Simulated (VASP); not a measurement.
Wanted: the native input for a VASP 6.6.1 run.

* Task: single point
* Functional: PBEsol
* Potentials or basis: VASP PAW PBE potentials, release 64 (Al, Au)
* Cutoff: 500 eV
* k mesh: 3 × 3 × 3
* Occupations: fermi-dirac, width 0.05 eV
* Spin: no spin polarisation
* Dipole correction: no
* Further INCAR settings: ALGO = Normal; EDIFF = 1e-06; NBANDS = 16

The structure of Al2Au lies in POSCAR:

```
Al2Au
1.0
    0.0000000000      3.0000000000      3.0000000000
    3.0000000000      0.0000000000      3.0000000000
    3.0000000000      3.0000000000      0.0000000000
Al Au
2 1
Direct
    0.2384146456      0.2486896422      0.2491542304
    0.7940160493      0.7379618774      0.7260005894
    0.0201367675     -0.0021571878     -0.0132478229
```

The input as run:

INCAR

```
SYSTEM = Al2Au
PREC = Accurate
ENCUT = 500
EDIFF = 1E-6
ISMEAR = -1
SIGMA = 0.05
LREAL = .FALSE.
LASPH = .TRUE.
NELM = 120
ALGO = Normal
ISIF = 2
LWAVE = .FALSE.
LCHARG = .FALSE.
GGA = PS
NBANDS = 16
GGA_COMPAT = .FALSE.
```

KPOINTS

```
Automatic mesh
0
G
  3 3 3
  0 0 0
```

Potentials or basis: VASP PAW PBE potentials, release 64 (Al, Au).

Command:

```console
$ cat potpaw_PBE.64/Al/POTCAR potpaw_PBE.64/Au/POTCAR > POTCAR
$ mpirun -np 1 vasp_std > vasp.out
```

Results of the run:

```yaml
Pressure: -1.2 GPa
Largest_force: 0.293 eV/Å
```

Caveat: the k points lie up to 0.60 Å⁻¹ apart; the PAW data sets were made with another functional, which shifts forces and pressure a little.

Wall time 4.9 s on 1 thread of Intel(R) Xeon(R) 6975P-C (Granite Rapids) (shared host), peak memory 0.17 GiB.
